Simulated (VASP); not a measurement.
A run of VASP 6.6.1:

Contents of INCAR:

```
PREC = Accurate
ENCUT = 520
EDIFF = 1E-6
ISMEAR = 0
SIGMA = 0.15
LREAL = False
LASPH = True
NELM = 80
ALGO = Normal
ISIF = 2
LWAVE = False
LCHARG = True
GGA = PS
IVDW = 12
LELF = True
LVHAR = True
NBANDS = 8
```

KPOINTS

```
regular mesh
0
Gamma
  22 22 22
```

The input POSCAR:

```
Al
1.0
    0.0000000000      2.1987440765      1.7150203797
    2.1987440765      0.0000000000      1.7150203797
    2.1987440765      2.1987440765      0.0000000000
Al
1
Direct
    0.0000000000      0.0000000000      0.0000000000
```

Potentials or basis: VASP PAW PBE potentials, release 64 (Al).

The run is started by

```sh
$ cat potpaw_PBE.64/Al/POTCAR > POTCAR
$ mpirun -np 1 vasp_std > vasp.out
```

Hardware: 1 thread of Intel Xeon 8259CL (shared host).

Q: Estimate the wall time of this run.

A: It took 82 s on 1 thread of Intel Xeon 8259CL (shared host), peak memory 0.22 GiB. Counts: scf iterations 9, k points 834.
